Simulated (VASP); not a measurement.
Set up this calculation in VASP 6.6.1, as the native input.

- Task: single point
- Functional: PBE
- Potentials or basis: VASP PAW PBE potentials, release 64 (Ga_d, P)
- Cutoff: 520 eV
- k mesh: 10 × 10 × 10
- Occupations: gaussian, width 0.05 eV
- Spin: no spin polarisation
- Dipole correction: no
- Further INCAR settings: ALGO = Normal; EDIFF = 1e-07; NBANDS = 16

The structure of GaP lies in POSCAR:

```
GaP
1.0
    0.0000000000      2.7768957056      2.7036274030
    2.7036274030      0.0000000000      2.7036274030
    2.7036274030      2.7768957056      0.0000000000
Ga P
1 1
Direct
    0.0000000000      0.0000000000      0.0000000000
    0.7500000000      0.7500000000      0.7500000000
```

This cell differs from its parent crystal: volume 20.298 Å^3 an atom, c/a of the conventional cell 1.0271.

One way to write it, as run:

INCAR

```
SYSTEM = GaP
ALGO = Normal
EDIFF = 1E-7
ENCUT = 520
GGA = PE
ISIF = 2
ISMEAR = 0
LASPH = .True.
LCHARG = .False.
LREAL = .False.
LWAVE = .False.
NBANDS = 16
NELM = 100
PREC = Accurate
SIGMA = 0.05
```

KPOINTS

```
k-points
0
Gamma
  10 10 10
  0 0 0
```

Potentials or basis: VASP PAW PBE potentials, release 64 (Ga_d, P).

Run with:

```sh
$ cat potpaw_PBE.64/Ga_d/POTCAR potpaw_PBE.64/P/POTCAR > POTCAR
$ mpirun -np 1 vasp_std > vasp.out
```

It gave:

```json
{"Pressure": "2.2 GPa", "Band gap on the k mesh": "1.48 eV, indirect (least direct gap 1.75 eV)"}
```

Run time: 63 s on 1 thread of Intel Xeon 6975P-C (shared host), peak memory 0.21 GiB.
